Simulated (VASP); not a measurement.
# Si2W (P3_221) in VASP: single point with PBEsol

Aim: the single point of Si2W with PBEsol.

All numbers are computed with VASP 6.6.1; they aren't measurements. Logs are shortened: lines on timing, memory, paths and dates and some standing lists are left out, and cuts for length are marked.

## (1) The cell of the first run

It takes space group P3_221 (No. 154, trigonal). Conventional cell: a = 4.576 Å, b = 4.576 Å, c = 6.603 Å, α = 90.00°, β = 90.00°, γ = 120.00°. Within 3.4 Å of Si (site symmetry 1) lie 5 W at 2.54 to 2.68 Å and 9 Si at 2.54 to 3.20 Å. Within 3.4 Å of W (site symmetry 2) lie 10 Si at 2.54 to 2.68 Å and 4 W at 3.17 Å.

## (2) Single point, PBEsol (atoms displaced along a vibrational mode)

INCAR

```
PREC     = Accurate       # precision mode
ENCUT    = 520            # plane-wave cutoff, eV
EDIFF    = 1E-6           # SCF threshold, eV
ISMEAR   = 0              # smearing method
SIGMA    = 0.15           # smearing width, eV
LREAL    = F              # projectors in reciprocal space
LASPH    = T              # aspherical terms in the spheres
NELM     = 60             # most SCF steps
ALGO     = Normal         # electronic algorithm
ISIF     = 2              # what is computed and relaxed
LWAVE    = F              # write WAVECAR
LCHARG   = F              # write CHGCAR
GGA      = PS             # functional
NBANDS   = 43             # bands
```

KPOINTS

```
regular mesh
0
Gamma
  12 12 6
```

POSCAR

```
Si2W
1.0
    4.5760866017      0.0000000000      0.0000000000
   -2.2880433009      3.9630072470      0.0000000000
    0.0000000000      0.0000000000      6.6033074698
Si W
6 3
Direct
    0.8465779618      0.6723587749      0.4976750793
    0.1534220382      0.8257808131      0.8356582541
    0.6723587749      0.8465779618      0.1689915874
    0.1742191869      0.3276412251      0.5023249207
    0.8257808131      0.1534220382      0.8310084126
    0.3276412251      0.1742191869      0.1643417459
    0.0000000000      0.4987880308      0.1666666667
    0.5012119692      0.5012119692      0.8333333333
    0.4987880308      0.0000000000      0.5000000000
```

Potentials or basis: VASP PAW PBE potentials, release 64 (Si, W_sv).

Started as:

```console
$ cat potpaw_PBE.64/Si/POTCAR potpaw_PBE.64/W_sv/POTCAR > POTCAR
$ mpirun -np 1 vasp_std > vasp.out
```

OUTCAR:

```text
PREC = Accurate
   ENCUT = 520
   EDIFF = 1E-6
   ISMEAR = 0
   LREAL = F
   LASPH = T
   NELM = 60
   ISIF = 2
   GGA = PS

 ion  position               nearest neighbor table
   1  0.847  0.672  0.498-   7 2.54   2 2.54   3 2.57   9 2.58   4 2.60   8 2.61   4 2.67   4 2.67
                             9 2.67   9 2.68   5 3.15   6 3.15
   2  0.153  0.826  0.836-   7 2.54   1 2.54   6 2.57   8 2.58   5 2.60   9 2.61   5 2.67   5 2.67
                             8 2.67   8 2.68   3 3.15   4 3.15
   3  0.672  0.847  0.169-   9 2.54   5 2.54   1 2.57   7 2.58   6 2.60   8 2.61   6 2.67   6 2.67
                             7 2.67   7 2.68   4 3.15   2 3.15
   4  0.174  0.328  0.502-   8 2.54   6 2.54   5 2.57   9 2.58   1 2.60   7 2.61   1 2.67   1 2.67
                             9 2.67   9 2.68   3 3.15   2 3.15
   5  0.826  0.153  0.831-   9 2.54   3 2.54   4 2.57   8 2.58   2 2.60   7 2.61   2 2.67   2 2.67
                             8 2.67   8 2.68   6 3.15   1 3.15
   6  0.328  0.174  0.164-   8 2.54   4 2.54   2 2.57   7 2.58   3 2.60   9 2.61   3 2.67   3 2.67
                             7 2.67   7 2.68   5 3.15   1 3.15
   7  0.000  0.499  0.167-   2 2.54   1 2.54   3 2.58   6 2.58   4 2.61   5 2.61   3 2.67   6 2.67
                             6 2.68   3 2.68   9 3.17   9 3.17   8 3.17   8 3.17
   8  0.501  0.501  0.833-   4 2.54   6 2.54   2 2.58   5 2.58   1 2.61   3 2.61   5 2.67   2 2.67
                             5 2.68   2 2.68   9 3.17   9 3.17   7 3.17   7 3.17
   9  0.499  0.000  0.500-   5 2.54   3 2.54   1 2.58   4 2.58   2 2.61   6 2.61   1 2.67   4 2.67
                             4 2.68   1 2.68   7 3.17   7 3.17   8 3.17   8 3.17

  LATTYP: Found a hexagonal cell.
 ALAT       =     4.5760866017
 C/A-ratio  =     1.4430031694

  Lattice vectors:

 A1 = (   4.5760866017,   0.0000000000,   0.0000000000)
 A2 = (  -2.2880433009,   3.9630072470,   0.0000000000)
 A3 = (   0.0000000000,   0.0000000000,   6.6033074698)

Analysis of symmetry for initial positions (statically):
=====================================================================
 Subroutine PRICEL returns:
 Original cell was already a primitive cell.

 Routine SETGRP: Setting up the symmetry group for a
 hexagonal supercell.

 Subroutine GETGRP returns: Found  6 space group operations
 (whereof  2 operations were pure point group operations)
 out of a pool of 24 trial point group operations.

The static configuration has the point symmetry C_2 .
 The point group associated with its full space group is D_3 .

Analysis of symmetry for dynamics (positions and initial velocities):
=====================================================================
 Subroutine PRICEL returns:
 Original cell was already a primitive cell.

 Routine SETGRP: Setting up the symmetry group for a
 hexagonal supercell.

 Subroutine GETGRP returns: Found  6 space group operations
 (whereof  2 operations were pure point group operations)
 out of a pool of 24 trial point group operations.

The dynamic configuration has the point symmetry C_2 .
 The point group associated with its full space group is D_3 .

 Subroutine INISYM returns: Found  6 space group operations
 (whereof  2 operations are pure point group operations),
 and found     1 'primitive' translations

----------------------------------------------------------------------------------------

                                     Primitive cell

  volume of cell :     119.7514

  direct lattice vectors                    reciprocal lattice vectors
     4.576086602  0.000000000  0.000000000     0.218527333  0.126166814  0.000000000
    -2.288043301  3.963007247  0.000000000     0.000000000  0.252333629  0.000000000
     0.000000000  0.000000000  6.603307470     0.000000000  0.000000000  0.151439260

  length of vectors
     4.576086602  4.576086602  6.603307470     0.252333629  0.252333629  0.151439260

  position of ions in fractional coordinates (direct lattice)
     0.846577962  0.672358775  0.497675079
     0.153422038  0.825780813  0.835658254
     0.672358775  0.846577962  0.168991587
     0.174219187  0.327641225  0.502324921
     0.825780813  0.153422038  0.831008413
     0.327641225  0.174219187  0.164341746
     0.000000000  0.498788031  0.166666667
     0.501211969  0.501211969  0.833333333
     0.498788031  0.000000000  0.500000000

  ion indices of the primitive-cell ions
   primitive index   ion index
                 1           1
                 2           2
                 3           3
                 4           4
                 5           5
                 6           6
                 7           7
                 8           8
                 9           9

----------------------------------------------------------------------------------------

 KPOINTS: regular mesh

Automatic generation of k-mesh.
 Grid dimensions read from file:
 generate k-points for:   12   12    6

 Generating k-lattice:

  Cartesian coordinates                     Fractional coordinates (reciprocal lattice)
     0.018210611  0.010513901  0.000000000     0.083333333  0.000000000  0.000000000
     0.000000000  0.021027802  0.000000000     0.000000000  0.083333333  0.000000000
     0.000000000  0.000000000  0.025239877     0.000000000  0.000000000  0.166666667

  Length of vectors
     0.021027802  0.021027802  0.025239877

  Shift w.r.t. Gamma in fractional coordinates (k-lattice)
     0.000000000  0.000000000  0.000000000

 Subroutine IBZKPT returns following result:
 ===========================================

 Found    100 irreducible k-points:

 Following reciprocal coordinates:
            Coordinates               Weight
  0.000000  0.000000  0.000000      1.000000
  0.083333  0.000000  0.000000      6.000000
  0.166667 -0.000000  0.000000      6.000000
  0.250000 -0.000000  0.000000      6.000000
  0.333333 -0.000000  0.000000      6.000000
  0.416667  0.000000  0.000000      6.000000
[... 16 lines left out ...]
  0.166667 -0.000000  0.166667      6.000000
  0.000000  0.166667  0.166667      6.000000
 [... further k-points ...]
   k-points           NKPTS =    100   k-points in BZ     NKDIM =    100   number of bands    NBANDS=     43
   number of dos      NEDOS =    301   number of ions     NIONS =      9
   total plane-waves  NPLWV =  64800
   dimension x,y,z NGX =    36 NGY =   36 NGZ =   50
   dimension x,y,z NGXF=    72 NGYF=   72 NGZF=  100
   ions per type =               6   3
   NGX,Y,Z   is equivalent  to a cutoff of  13.08, 13.08, 12.59 a.u.
   NGXF,Y,Z  is equivalent  to a cutoff of  26.16, 26.16, 25.18 a.u.
 SYSTEM =  unknown system
   PREC   = accura    normal or accurate (medium, high low for compatibility)
   ISTART =      0    job   : 0-new  1-cont  2-samecut
   ICHARG =      2    charge: 1-file 2-atom 10-const
   ISPIN  =      1    spin polarized calculation?
   LNONCOLLINEAR =      F non collinear calculations
   LSORBIT =      F    spin-orbit coupling
   LASPH  =      T    aspherical Exc in radial PAW
   ENCUT  =  520.0 eV  38.22 Ry    6.18 a.u.   8.51  8.51 12.28*2*pi/ulx,y,z
   NELM   =     60;   NELMIN=  2; NELMDL= -5     # of ELM steps
   EDIFF  = 0.1E-05   stopping-criterion for ELM
   LREAL  =      F    real-space projection
   EDIFFG = 0.1E-04   stopping-criterion for IOM
   NSW    =      0    number of steps for IOM
   IBRION =     -1    ionic relax: 0-MD 1-quasi-New 2-CG
   NFREE  =      0    steps in history (QN), initial steepest desc. (CG)
   ISIF   =      2    stress and relaxation
   ISYM   =      2    0-nonsym 1-usesym 2-fastsym
   POTIM  = 0.5000    time-step for ionic-motion
   TEBEG  =    0.0;   TEEND  =   0.0 temperature during run
   PSTRESS=    0.0 pullay stress
   NELECT =      66.0000    total number of electrons
   NUPDOWN=      -1.0000    fix difference up-down
   EMIN   =  10.00;   EMAX   =-10.00  energy-range for DOS
   EFERMI =   0.00;   METHOD = LEGACY
   ISMEAR =     0;   SIGMA  =   0.15  broadening in eV -4-tet -1-fermi 0-gaus
   EFERMI_NEDOS =   21; number of points for ismear=-14 and -15
   IALGO  =     38    algorithm
   IMIX   =      4    mixing-type and parameters
     AMIX     =   0.40;   BMIX     =  1.00
     AMIX_MAG =   1.60;   BMIX_MAG =  1.00
  volume/ion in A,a.u.               =      13.31        89.79
  Fermi-wavevector in a.u.,A,eV,Ry     =   1.342237  2.536461 24.512265  1.801601
  Thomas-Fermi vector in A             =   2.470407
   LORBIT       =      0    0 simple, 1 ext, 2 COOP (PROOUT), +10 PAW based schemes
   GGA     = PS    functional components
   LHFCALC =     F    Hartree Fock is set to
   AEXX    =    0.0000 exact exchange contribution
   IVDW    =     0    specifies the selected vdW correction
   LEPSILON=     F    determine dielectric tensor
   LRPA    =     F    only Hartree local field effects (RPA)
 non-spin polarized calculation
 Gauss-broadening in eV      SIGMA  =   0.15
  energy-cutoff  :      520.00
  volume of cell :      119.75
 maximum number of plane-waves:      3300
 NGX is ok and might be reduce to    36
   NGX = 17   NGY = 17   NGZ = 25

 number of electron      66.0000002 magnetization

 Free energy of the ion-electron system (eV)
  ---------------------------------------------------
  ext. energy  EPLUGINS =         0.00000000
  ---------------------------------------------------
  free energy    TOTEN  =       -79.24740613 eV

  energy without entropy =      -79.24492285  energy(sigma->0) =      -79.24616449

 E-fermi :  12.6465     XC(G=0): -12.6655

 val. band max:       12.6334443828   @ k =   0.5000  -0.0000   0.5000
 cond. band min:      12.6523674450   @ k =   0.5000  -0.0000   0.0000
 fundamental gap:      0.0189230622
 Fermi energy:        12.6465072474

 k-point     1 :       0.0000    0.0000    0.0000
  band No.  band energies     occupation
      1     -61.6218      2.00000
      2     -61.6083      2.00000
      3     -61.6083      2.00000
      4     -26.0195      2.00000
      5     -26.0151      2.00000
      6     -26.0151      2.00000
[... 35 lines left out ...]
     42      15.6737      0.00000
     43      16.0463      0.00000
[... 1017 lines left out ...]
      3     -61.6065      2.00000
      4     -26.0470      2.00000
      5     -26.0252      2.00000
      6     -25.9967      2.00000
[... 35 lines left out ...]
     42      15.8422      0.00000
     43      16.3195      0.00000

 [... further k-points ...]

------------------------ aborting loop because EDIFF is reached ----------------------------------------

  FORCE on cell =-STRESS in cart. coord.  units (eV):
  Direction    XX          YY          ZZ          XY          YZ          ZX
  --------------------------------------------------------------------------------------
  -------------------------------------------------------------------------------------
  Total        0.5082254      0.5082254      0.5215061     -0.0000000      0.0000000     -0.0000000
  in kB        6.7996458      6.7996458      6.9773321     -0.0000000      0.0000000     -0.0000000
  external PRESSURE =       6.8588746 kB  Pullay stress =       0.0000000 kB

 VOLUME and BASIS-vectors are now :
 -----------------------------------------------------------------------------
  energy-cutoff  :      520.00
  volume of cell :      119.75
      direct lattice vectors                 reciprocal lattice vectors
     4.576086602  0.000000000  0.000000000     0.218527333  0.126166814  0.000000000
    -2.288043301  3.963007247  0.000000000     0.000000000  0.252333629  0.000000000
     0.000000000  0.000000000  6.603307470     0.000000000  0.000000000  0.151439260

 POSITION                                       TOTAL-FORCE (eV/Angst)
 -----------------------------------------------------------------------------------
      2.33563      2.66456      3.28630        -0.417882     -0.001869      0.136326
     -1.18735      3.27258      5.51811         0.210559      0.360962     -0.136326
      1.13976      3.35499      1.11590         0.207323     -0.362831     -0.136326
      0.04758      1.29844      3.31701        -0.417882      0.001869     -0.136326
      3.42781      0.60801      5.48740         0.207323      0.362831      0.136326
      1.10069      0.69043      1.08520         0.210559     -0.360962      0.136326
     -1.14125      1.97670      1.10055        -0.159277      0.275877      0.000000
      1.14679      1.98631      5.50276        -0.159277     -0.275877      0.000000
      2.28250      0.00000      3.30165         0.318555      0.000000      0.000000
 -----------------------------------------------------------------------------------
    total drift:                               -0.000002     -0.000000      0.000000

  FREE ENERGIE OF THE ION-ELECTRON SYSTEM (eV)
  ---------------------------------------------------
  free  energy   TOTEN  =       -79.2474061348 eV

  energy  without entropy=      -79.2449228467  energy(sigma->0) =      -79.24616449
```

Run time: 4.3 min. Hardware: 1 thread of AMD EPYC 9R45 (Zen 5), shared host; peak memory 0.48 GiB.

What came out:

```
Free energy            : -79.2474 eV
Pressure               : 0.7 GPa
Largest force          : 0.440 eV/Å
Band gap on the k mesh : 0.02 eV (least direct gap 0.68 eV)
```

Forces on the atoms (eV/Å):
```
Si  -0.418 -0.002  0.136
Si   0.211  0.361 -0.136
Si   0.207 -0.363 -0.136
Si  -0.418  0.002 -0.136
Si   0.207  0.363  0.136
Si   0.211 -0.361  0.136
W   -0.159  0.276  0.000
W   -0.159 -0.276  0.000
W    0.319  0.000  0.000
```

Levels at points of the mesh, in eV from the valence-band top:
| k point | band 31 | band 32 | band 33 | band 34 | band 35 | band 36 |
| --- | --- | --- | --- | --- | --- | --- |
| (0.00, 0.00, 0.00) | -3.04 | -2.62 | -1.00 | 2.20 | 2.20 | 2.32 |
| (0.50, 0.00, 0.00) | -1.72 | -1.19 | -0.69 | 0.02 | 0.80 | 0.93 |
| (0.00, 0.00, 0.50) | -2.59 | -0.78 | -0.78 | 1.79 | 2.13 | 2.13 |
| (0.50, 0.00, 0.50) | -2.15 | -1.29 | 0.00 | 0.68 | 1.06 | 1.28 |

Caveat: the cell differs from its parent crystal (atoms displaced along a vibrational mode); the PAW data sets were made with another functional, which shifts forces and pressure a little; spin-orbit coupling is left out, which moves the levels of the heavy elements.
